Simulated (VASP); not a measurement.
Runs of VASP 6.6.1 on ZnCd2Se2S. The structure is that of space group P4/mmm (No. 123), or close to it. The cells are those of the table. 

```tsv
task	level	cell	k mesh	cutoff (eV)	gap on the mesh (eV)	pressure (GPa)	largest force (eV/Å)
relaxation of cell and atoms	PBE	relaxed from a = 4.611, b = 4.611, c = 5.919 Å, 6 atoms	4 × 4 × 4	600	none	-0.1	0.02
single point	RPBE	a = 5.301, b = 5.301, c = 5.602 Å, 6 atoms	8 × 8 × 8	500	none	0.2	0.02
single point	PBE	a = 4.611, b = 4.611, c = 5.919 Å, 6 atoms	4 × 4 × 4	520	none	(a)	0.60
single point	PBE	a = 5.193, b = 5.193, c = 5.593 Å, 6 atoms	4 × 4 × 4	520	none	0.2	0.01
single point	PBE	a = 5.223, b = 5.223, c = 5.533 Å, 6 atoms	8 × 8 × 8	520	none	0.2	0.02
```

Alike in all rows: potentials or basis VASP PAW PBE potentials, release 64 (Zn, Cd, Se, S); no spin polarisation; smearing gaussian 0.1 eV.

Q: Estimate the missing entries.

A: (a) 16.4.

Caveats: the PAW data sets were made with another functional, which shifts forces and pressure a little (some runs).

A k mesh can miss the band edges, and the runs leave out spin-orbit coupling on Cd, Se.

A gap of «none» marks levels without a gap at the run's occupations.
